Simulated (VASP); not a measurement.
# BN (P6_3mc) in VASP: further runs

Runs on BN. Level: LDA. Tasks: single point, relaxation of cell and atoms.

All numbers are computed with VASP 6.6.1; they aren't measurements. Logs are shortened: lines on timing, memory, paths and dates and some standing lists are left out, and cuts for length are marked.

## 1. The cell of the first run

The structure is hexagonal, space group P6_3mc (No. 186). Conventional cell: a = 2.554 Å, b = 2.554 Å, c = 4.227 Å, α = 90.00°, β = 90.00°, γ = 120.00°. B (site symmetry 3m) has 4 N at 1.57 to 1.58 Å within 2.1 Å. N (site symmetry 3m) has 4 B at 1.57 to 1.58 Å within 2.1 Å.

## 2. Single point, LDA

File INCAR:

```
SYSTEM = BN
PREC = Accurate ; ENCUT = 520
EDIFF = 1E-6 ; ISMEAR = 0
SIGMA = 0.1 ; LREAL = .FALSE.
LASPH = .TRUE. ; NELM = 80
ALGO = Normal ; ISIF = 2
LWAVE = .FALSE. ; LCHARG = .FALSE.
NBANDS = 16
```

File KPOINTS:

```
regular mesh
0
G
  9 9 4
  0 0 0
```

File POSCAR:

```
BN
1.0
    2.5539396000      0.0000000000      0.0000000000
   -1.2769698000      2.2117765700      0.0000000000
    0.0000000000      0.0000000000      4.2268550000
B N
2 2
Direct
    0.6666666700      0.3333333300      0.9997240000
    0.3333333300      0.6666666700      0.4997240000
    0.6666666700      0.3333333300      0.6252760000
    0.3333333300      0.6666666700      0.1252760000
```

Potentials or basis: VASP PAW LDA potentials, release 64 (B, N).

Launch:

```console
$ cat potpaw_LDA.64/B/POTCAR potpaw_LDA.64/N/POTCAR > POTCAR
$ mpirun -np 1 vasp_std > vasp.out
```

OUTCAR:

```text
SYSTEM = BN
   PREC = Accurate
   ENCUT = 520
   EDIFF = 1E-6
   ISMEAR = 0
   LREAL = .FALSE.
   LASPH = .TRUE.
   NELM = 80
   ISIF = 2

 ion  position               nearest neighbor table
   1  0.667  0.333  1.000-   4 1.57   4 1.57   4 1.57   3 1.58
   2  0.333  0.667  0.500-   3 1.57   3 1.57   3 1.57   4 1.58
   3  0.667  0.333  0.625-   2 1.57   2 1.57   2 1.57   1 1.58
   4  0.333  0.667  0.125-   1 1.57   1 1.57   1 1.57   2 1.58

  LATTYP: Found a hexagonal cell.
 ALAT       =     2.5539396000
 C/A-ratio  =     1.6550332670

  Lattice vectors:

 A1 = (   2.5539396000,   0.0000000000,   0.0000000000)
 A2 = (  -1.2769698000,   2.2117765700,   0.0000000000)
 A3 = (   0.0000000000,   0.0000000000,   4.2268550000)

Analysis of symmetry for initial positions (statically):
=====================================================================
 Subroutine PRICEL returns:
 Original cell was already a primitive cell.

 Routine SETGRP: Setting up the symmetry group for a
 hexagonal supercell.

 Subroutine GETGRP returns: Found 12 space group operations
 (whereof  6 operations were pure point group operations)
 out of a pool of 24 trial point group operations.

The static configuration has the point symmetry C_3v.
 The point group associated with its full space group is C_6v.

Analysis of symmetry for dynamics (positions and initial velocities):
=====================================================================
 Subroutine PRICEL returns:
 Original cell was already a primitive cell.

 Routine SETGRP: Setting up the symmetry group for a
 hexagonal supercell.

 Subroutine GETGRP returns: Found 12 space group operations
 (whereof  6 operations were pure point group operations)
 out of a pool of 24 trial point group operations.

The dynamic configuration has the point symmetry C_3v.
 The point group associated with its full space group is C_6v.

 Subroutine INISYM returns: Found 12 space group operations
 (whereof  6 operations are pure point group operations),
 and found     1 'primitive' translations

----------------------------------------------------------------------------------------

                                     Primitive cell

  volume of cell :      23.8764

  direct lattice vectors                    reciprocal lattice vectors
     2.553939600  0.000000000  0.000000000     0.391551938  0.226062617  0.000000000
    -1.276969800  2.211776570  0.000000000     0.000000000  0.452125234  0.000000000
     0.000000000  0.000000000  4.226855000     0.000000000  0.000000000  0.236582518

  length of vectors
     2.553939600  2.553939597  4.226855000     0.452125234  0.452125234  0.236582518

  position of ions in fractional coordinates (direct lattice)
     0.666666670  0.333333330  0.999724000
     0.333333330  0.666666670  0.499724000
     0.666666670  0.333333330  0.625276000
     0.333333330  0.666666670  0.125276000

  ion indices of the primitive-cell ions
   primitive index   ion index
                 1           1
                 2           2
                 3           3
                 4           4

----------------------------------------------------------------------------------------

 KPOINTS: regular mesh

Automatic generation of k-mesh.
 Grid dimensions read from file:
 generate k-points for:    9    9    4

 Generating k-lattice:

  Cartesian coordinates                     Fractional coordinates (reciprocal lattice)
     0.043505771  0.025118069  0.000000000     0.111111111 -0.000000000  0.000000000
     0.000000000  0.050236137  0.000000000     0.000000000  0.111111111  0.000000000
     0.000000000  0.000000000  0.059145630     0.000000000  0.000000000  0.250000000

  Length of vectors
     0.050236137  0.050236137  0.059145630

  Shift w.r.t. Gamma in fractional coordinates (k-lattice)
     0.000000000  0.000000000  0.000000000

 Subroutine IBZKPT returns following result:
 ===========================================

 Found     36 irreducible k-points:

 Following reciprocal coordinates:
            Coordinates               Weight
  0.000000  0.000000  0.000000      1.000000
  0.111111  0.000000  0.000000      6.000000
  0.222222  0.000000  0.000000      6.000000
  0.333333  0.000000  0.000000      6.000000
  0.444444  0.000000  0.000000      6.000000
  0.111111  0.111111  0.000000      6.000000
[... 16 lines left out ...]
  0.333333  0.222222  0.250000     24.000000
  0.333333  0.333333  0.250000      4.000000
 [... further k-points ...]
   k-points           NKPTS =     36   k-points in BZ     NKDIM =     36   number of bands    NBANDS=     16
   number of dos      NEDOS =    301   number of ions     NIONS =      4
   total plane-waves  NPLWV =  12800
   dimension x,y,z NGX =    20 NGY =   20 NGZ =   32
   dimension x,y,z NGXF=    40 NGYF=   40 NGZF=   64
   ions per type =               2   2
   NGX,Y,Z   is equivalent  to a cutoff of  13.02, 13.02, 12.59 a.u.
[... 38 lines left out ...]
   AEXX    =    0.0000 exact exchange contribution
   IVDW    =     0    specifies the selected vdW correction
   LEPSILON=     F    determine dielectric tensor
   LRPA    =     F    only Hartree local field effects (RPA)
 non-spin polarized calculation
 Gauss-broadening in eV      SIGMA  =   0.10
  energy-cutoff  :      520.00
  volume of cell :       23.88
 maximum number of plane-waves:       652
 NGX is ok and might be reduce to    20
   NGX =  9   NGY =  9   NGZ = 15

 number of electron      16.0000003 magnetization

 Free energy of the ion-electron system (eV)
  ---------------------------------------------------
  ext. energy  EPLUGINS =         0.00000000
  ---------------------------------------------------
  free energy    TOTEN  =       -38.72384970 eV

  energy without entropy =      -38.72384970  energy(sigma->0) =      -38.72384970

 E-fermi :   7.9117     XC(G=0): -13.0459

 val. band max:        7.4161623042   @ k =   0.0000   0.0000   0.0000
 cond. band min:      12.3801252395   @ k =   0.3333   0.3333   0.0000
 fundamental gap:      4.9639629353
 Fermi energy:         7.9116943481

 k-point     1 :       0.0000    0.0000    0.0000
  band No.  band energies     occupation
      1     -12.7117      2.00000
      2      -8.5475      2.00000
      3      -3.4371      2.00000
      4       5.3095      2.00000
      5       5.3095      2.00000
      6       7.1358      2.00000
[... 8 lines left out ...]
     15      19.1013      0.00000
     16      23.2510      0.00000

 k-point     2 :       0.1111    0.0000    0.0000
  band No.  band energies     occupation
      1     -12.4445      2.00000
      2      -8.3430      2.00000
      3      -3.1732      2.00000
      4       4.1515      2.00000
      5       4.8334      2.00000
      6       6.4558      2.00000
[... 8 lines left out ...]
     15      19.8472      0.00000
     16      22.8582      0.00000

 k-point     3 :       0.2222    0.0000    0.0000
  band No.  band energies     occupation
      1     -11.6585      2.00000
      2      -7.7842      2.00000
      3      -2.4008      2.00000
      4       1.6812      2.00000
      5       3.8685      2.00000
      6       4.3132      2.00000
[... 8 lines left out ...]
     15      21.6072      0.00000
     16      22.3006      0.00000

 k-point     4 :       0.3333    0.0000    0.0000
  band No.  band energies     occupation
      1     -10.4189      2.00000
      2      -7.1370      2.00000
      3      -1.2289      2.00000
      4      -0.6990      2.00000
      5       1.9667      2.00000
      6       3.0063      2.00000
[... 8 lines left out ...]
     15      22.9399      0.00000
     16      23.4944      0.00000
[... 324 lines left out ...]
 k-point    22 :       0.2222    0.2222    0.2500
  band No.  band energies     occupation
      1      -9.4100      2.00000
      2      -7.4429      2.00000
      3      -1.0277      2.00000
      4       0.0581      2.00000
      5       1.4844      2.00000
      6       1.6797      2.00000
[... 8 lines left out ...]
     15      22.3615      0.00000
     16      23.1283      0.00000

 k-point    23 :       0.3333    0.2222    0.2500
  band No.  band energies     occupation
      1      -8.1485      2.00000
      2      -7.1073      2.00000
      3      -1.7492      2.00000
      4      -0.7741      2.00000
      5       0.3070      2.00000
      6       2.0983      2.00000
[... 8 lines left out ...]
     15      22.8586      0.00000
     16      23.7465      0.00000

 k-point    24 :       0.3333    0.3333    0.2500
  band No.  band energies     occupation
      1      -7.3148      2.00000
      2      -7.3148      2.00000
      3      -1.4143      2.00000
      4      -0.7065      2.00000
      5      -0.7065      2.00000
      6       1.1656      2.00000
[... 8 lines left out ...]
     15      23.5177      0.00000
     16      23.5177      0.00000

 [... further k-points ...]

------------------------ aborting loop because EDIFF is reached ----------------------------------------

  FORCE on cell =-STRESS in cart. coord.  units (eV):
  Direction    XX          YY          ZZ          XY          YZ          ZX
  --------------------------------------------------------------------------------------
  -------------------------------------------------------------------------------------
  Total       -1.9035581     -1.9035581     -1.9687936      0.0000000      0.0000000      0.0000000
  in kB     -127.7342863   -127.7342859   -132.1117830      0.0000000      0.0000000      0.0000000
  external PRESSURE =    -129.1934517 kB  Pullay stress =       0.0000000 kB

 VOLUME and BASIS-vectors are now :
 -----------------------------------------------------------------------------
  energy-cutoff  :      520.00
  volume of cell :       23.88
      direct lattice vectors                 reciprocal lattice vectors
     2.553939600  0.000000000  0.000000000     0.391551938  0.226062617  0.000000000
    -1.276969800  2.211776570  0.000000000     0.000000000  0.452125234  0.000000000
     0.000000000  0.000000000  4.226855000     0.000000000  0.000000000  0.236582518

 POSITION                                       TOTAL-FORCE (eV/Angst)
 -----------------------------------------------------------------------------------
      1.27697      0.73726      4.22569         0.000000      0.000000      0.021530
     -0.00000      1.47452      2.11226         0.000000     -0.000000      0.021530
      1.27697      0.73726      2.64295         0.000000     -0.000000     -0.021530
     -0.00000      1.47452      0.52952        -0.000000      0.000000     -0.021530
 -----------------------------------------------------------------------------------
    total drift:                                0.000001     -0.000001      0.000453

  FREE ENERGIE OF THE ION-ELECTRON SYSTEM (eV)
  ---------------------------------------------------
  free  energy   TOTEN  =       -38.7238497026 eV

  energy  without entropy=      -38.7238497026  energy(sigma->0) =      -38.72384970
```

It took 15 s on 1 thread of Intel Xeon 8259CL, shared host; peak memory 0.12 GiB.

Results:

* Free energy: -38.7238 eV
* Pressure: -12.9 GPa
* Largest force: 0.022 eV/Å
* Band gap on the k mesh: 4.96 eV (least direct gap 8.10 eV)

Forces in eV/Å, atoms in the order of the input:
```
B    0.000  0.000  0.022
B    0.000  0.000  0.022
N    0.000  0.000 -0.022
N    0.000  0.000 -0.022
```

Stress tensor (GPa, compression positive):
```
-12.77   0.00   0.00
  0.00 -12.77   0.00
  0.00   0.00 -13.21
```

Caveat: the cell stands under tension; an odd mesh through Γ misses points on the zone boundary, where band edges can lie.

## 3. Single point, LDA

This run uses another cell than the first one, of 5.75 Å³/atom.

File INCAR:

```
SYSTEM = BN
ALGO     = Normal         ! electronic algorithm
EDIFF    = 1E-6           ! SCF threshold, eV
ENCUT    = 520            ! plane-wave cutoff, eV
GGA      = CA             ! functional
ISIF     = 2              ! what is computed and relaxed
ISMEAR   = 0              ! smearing method
LASPH    = .True.         ! aspherical terms in the spheres
LCHARG   = .False.        ! write CHGCAR
LREAL    = .False.        ! projectors in reciprocal space
LWAVE    = .False.        ! write WAVECAR
NBANDS   = 16             ! bands
NELM     = 60             ! most SCF steps
PREC     = Accurate       ! precision mode
SIGMA    = 0.1            ! smearing width, eV
```

File KPOINTS:

```
k-points
0
Gamma
  9 9 6
  0 0 0
```

File POSCAR:

```
BN
1.0
    2.5224740953      0.0000000000      0.0000000000
   -1.2612370476      2.1845266469      0.0000000000
    0.0000000000      0.0000000000      4.1751807468
B N
2 2
Direct
    0.6666666667      0.3333333333      0.9996955531
    0.3333333333      0.6666666667      0.4996955531
    0.6666666667      0.3333333333      0.6253044469
    0.3333333333      0.6666666667      0.1253044469
```

Potentials or basis: VASP PAW LDA potentials, release 64 (B, N).

Launch:

```console
$ cat potpaw_LDA.64/B/POTCAR potpaw_LDA.64/N/POTCAR > POTCAR
$ mpirun -np 1 vasp_std > vasp.out
```

Run time: 20 s. Hardware: 1 thread of Intel Xeon 8259CL, shared host; peak memory 0.13 GiB.

It converged, with:

| Quantity | Value |
| --- | --- |
| Free energy | -38.7554 eV |
| Pressure | 1.2 GPa |
| Band gap on the k mesh | 4.90 eV (least direct gap 8.28 eV) |

Forces on the atoms (eV/Å):
```
B    0.000  0.000 -0.002
B    0.000  0.000 -0.002
N    0.000  0.000  0.002
N    0.000  0.000  0.002
```

Stress tensor (GPa, compression positive):
```
1.31 0.00 0.00
0.00 1.31 0.00
0.00 0.00 0.99
```

Levels at points of the mesh, in eV from the valence-band top:
```tsv
k point	band 6	band 7	band 8	band 9	band 10	band 11
(0.00, 0.00, 0.00)	-0.30	0.00	0.00	8.35	8.35	8.62
(0.00, 0.00, 0.50)	-1.21	-1.21	-1.21	9.71	9.71	9.94
```

Caveat: an odd mesh through Γ misses points on the zone boundary, where band edges can lie.

## 4. Single point, LDA

This run uses another cell than the first one, of 5.75 Å³/atom.

File INCAR:

```
PREC = Accurate ; ENCUT = 520
EDIFF = 1E-7 ; ISMEAR = 0
SIGMA = 0.02 ; LREAL = F
LASPH = T ; NELM = 60
ALGO = Normal ; ISIF = 2
LWAVE = F ; LCHARG = T
GGA = CA ; LELF = T
LVHAR = T ; NBANDS = 16
```

File KPOINTS:

```
regular mesh
0
Gamma
  12 12 6
```

File POSCAR:

```
BN
1.0
    2.5226742833      0.0000000000      0.0000000000
   -1.2613371416      2.1847000148      0.0000000000
    0.0000000000      0.0000000000      4.1744161463
B N
2 2
Direct
    0.6666666667      0.3333333333      0.9997116891
    0.3333333333      0.6666666667      0.4997116891
    0.6666666667      0.3333333333      0.6252883109
    0.3333333333      0.6666666667      0.1252883109
```

Launch:

```console
$ cat potpaw_LDA.64/B/POTCAR potpaw_LDA.64/N/POTCAR > POTCAR
$ mpirun -np 1 vasp_std > vasp.out
```

Run time: 34 s. Hardware: 1 thread of Intel Xeon 8259CL, shared host; peak memory 0.13 GiB.

It converged, with:

```
Free energy            : -38.7554 eV
Pressure               : 1.2 GPa
Largest force          : 0.005 eV/Å
Band gap on the k mesh : 4.90 eV (least direct gap 8.28 eV)
```

Forces in eV/Å, atoms in the order of the input:
```
B    0.000  0.000 -0.005
B    0.000  0.000 -0.005
N    0.000  0.000  0.005
N    0.000  0.000  0.005
```

Levels at points of the mesh, in eV from the valence-band top:
```
           k point  band 6  band 7  band 8  band 9  band 10  band 11
(0.00, 0.00, 0.00)   -0.30    0.00    0.00    8.34     8.34     8.63
(0.50, 0.00, 0.00)   -5.14   -4.60   -2.18    6.71     7.88    10.61
(0.00, 0.00, 0.50)   -1.21   -1.21   -1.21    9.71     9.71     9.94
(0.50, 0.00, 0.50)   -3.89   -3.67   -3.67    6.58     6.58    10.14
```

## 5. Relaxation of cell and atoms, LDA

This run uses another cell than the first one, of 5.75 Å³/atom.

File INCAR:

```
SYSTEM = BN
PREC = Accurate
ENCUT = 600
EDIFF = 1E-6
ISMEAR = 0
SIGMA = 0.02
LREAL = .FALSE.
LASPH = .TRUE.
NELM = 80
ALGO = Normal
ISIF = 3
LWAVE = .FALSE.
LCHARG = .FALSE.
IBRION = 2
NSW = 100
EDIFFG = -0.002
```

File KPOINTS:

```
regular mesh
0
G
  12 12 6
  0 0 0
```

File POSCAR:

```
BN
1.0
    2.5224740953      0.0000000000      0.0000000000
   -1.2612370476      2.1845266469      0.0000000000
    0.0000000000      0.0000000000      4.1751807468
B N
2 2
Direct
    0.6666666667      0.3333333333      0.9996955531
    0.3333333333      0.6666666667      0.4996955531
    0.6666666667      0.3333333333      0.6253044469
    0.3333333333      0.6666666667      0.1253044469
```

Launch:

```console
$ cat potpaw_LDA.64/B/POTCAR potpaw_LDA.64/N/POTCAR > POTCAR
$ mpirun -np 1 vasp_std > vasp.out
```

Wall time 73 s (1 thread of Intel Xeon 8259CL, shared host); peak memory 0.14 GiB.

It converged, with:

| Item | Value |
| --- | --- |
| Free energy | -38.7606 eV |
| Relaxed volume | 5.77 Å³/atom |
| Relaxed cell | a = 2.525 Å, b = 2.525 Å, c = 4.178 Å, α = 90.00°, β = 90.00°, γ = 120.00° |
| Space group after relaxing (to 0.1 Å) | P6_3mc (No. 186) |
| Energy gained by relaxing | 0.0 meV/atom |
| Ionic steps | 6 |
| Pressure after relaxing | 0.0 GPa |
| Band gap on the k mesh | 4.91 eV (least direct gap 8.27 eV) |

Step by step:
| step | energy change (eV) | largest force (eV/Å) | pressure (GPa) | volume (Å³) |
| --- | --- | --- | --- | --- |
| 1 | 0.0000 | 0.0024 | 0.95 | 23.01 |
| 2 | 0.0000 | 0.0086 | -1.04 | 23.12 |
| 3 | -0.0002 | 0.0030 | 0.00 | 23.06 |
| 4 | -0.0002 | 0.0031 | -0.01 | 23.06 |
| 5 | -0.0002 | 0.0034 | -0.02 | 23.06 |
| 6 | -0.0002 | 0.0003 | -0.02 | 23.06 |

Final structure:
```
CELL_PARAMETERS angstrom
2.52478 0.00000 0.00000
-1.26239 2.18652 0.00000
0.00000 0.00000 4.17765
ATOMIC_POSITIONS crystal
B 0.66667 0.33333 0.99970
B 0.33333 0.66667 0.49970
N 0.66667 0.33333 0.62530
N 0.33333 0.66667 0.12530
```

Levels at points of the mesh, in eV from the valence-band top:
| k point | band 5 | band 6 | band 7 | band 8 | band 9 | band 10 | band 11 | band 12 |
| --- | --- | --- | --- | --- | --- | --- | --- | --- |
| (0.00, 0.00, 0.00) | -2.18 | -0.30 | 0.00 | 0.00 | 8.33 | 8.33 | 8.62 | 9.91 |
| (0.50, 0.00, 0.00) | -7.04 | -5.13 | -4.59 | -2.17 | 6.70 | 7.88 | 10.59 | 11.63 |
| (0.00, 0.00, 0.50) | -1.21 | -1.21 | -1.21 | -1.21 | 9.68 | 9.68 | 9.92 | 9.92 |
| (0.50, 0.00, 0.50) | -3.88 | -3.88 | -3.67 | -3.67 | 6.57 | 6.57 | 10.13 | 10.13 |

## 6. The runs side by side

| task | cell | k mesh | cutoff (eV) | smearing | gap on the mesh (eV) | pressure (GPa) |
| --- | --- | --- | --- | --- | --- | --- |
| single point | a = 2.554, b = 2.554, c = 4.227 Å, angles 90.0, 90.0, 120.0°, 4 atoms | 9 × 9 × 4 | 520 | gaussian 0.1 eV | 4.96 | -12.9 |
| single point | a = 2.522, b = 2.522, c = 4.175 Å, angles 90.0, 90.0, 120.0°, 4 atoms | 9 × 9 × 6 | 520 | gaussian 0.1 eV | 4.90 | 1.2 |
| single point | a = 2.523, b = 2.523, c = 4.174 Å, angles 90.0, 90.0, 120.0°, 4 atoms | 12 × 12 × 6 | 520 | gaussian 0.02 eV | 4.90 | 1.2 |
| relaxation of cell and atoms | relaxed from a = 2.522, b = 2.522, c = 4.175 Å, angles 90.0, 90.0, 120.0°, 4 atoms | 12 × 12 × 6 | 600 | gaussian 0.02 eV | 4.91 | 0.0 |

Alike in all rows: level LDA; potentials or basis VASP PAW LDA potentials, release 64 (B, N); no spin polarisation.

Caveats: an odd mesh through Γ misses points on the zone boundary, where band edges can lie (at least some runs); the cell stands under tension (at least some runs).

Total energies depend on the potentials used, so only differences within one code and one set of settings carry meaning.
